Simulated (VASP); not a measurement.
A run of VASP 6.6.1 is set up as follows.

File INCAR:

```
SYSTEM = TaN
PREC = Accurate ; ENCUT = 520
EDIFF = 1E-8 ; ISMEAR = -1
SIGMA = 0.01 ; LREAL = .FALSE.
LASPH = .TRUE. ; NELM = 60
ALGO = Normal ; ISIF = 2
LWAVE = .FALSE. ; LCHARG = .FALSE.
GGA = PE ; LEFG = .TRUE.
NBANDS = 24
```

KPOINTS

```
regular mesh
0
G
  9 9 5
  0 0 0
```

The input POSCAR:

```
TaN
1.0
    3.0175219588      0.0000000000      0.0000000000
   -1.5087609794      2.6132506728      0.0000000000
    0.0000000000      0.0000000000      4.9180000000
Ta N
2 2
Direct
    0.0000000000      0.0000000000      0.0000000000
    0.0000000000      0.0000000000      0.5000000000
    0.3333333333      0.6666666667      0.2500000000
    0.6666666667      0.3333333333      0.7500000000
```

Potentials or basis: VASP PAW PBE potentials, release 64 (Ta_pv, N).

Launch:

```sh
$ cat potpaw_PBE.64/Ta_pv/POTCAR potpaw_PBE.64/N/POTCAR > POTCAR
$ mpirun -np 1 vasp_std > vasp.out
```

**Question.** Predict the pressure.

**Answer.** 71.0 GPa.

**Question.** Estimate the band gap on the k mesh.

**Answer.** Zero (band 16 reaches 10.70 eV, above the bottom of band 17 at 8.33 eV).

Stress tensor (GPa, compression positive):
```
 39.74   0.00   0.00
  0.00  39.74   0.00
  0.00   0.00 133.54
```

Caveat: the cell differs from its parent crystal (equal xx and yy strain of -1 %); without QUAD_EFG the Cq values of the log hold for a quadrupole moment of 1 mb, not for the nuclei; spin-orbit coupling is left out, which moves the levels of the heavy elements.
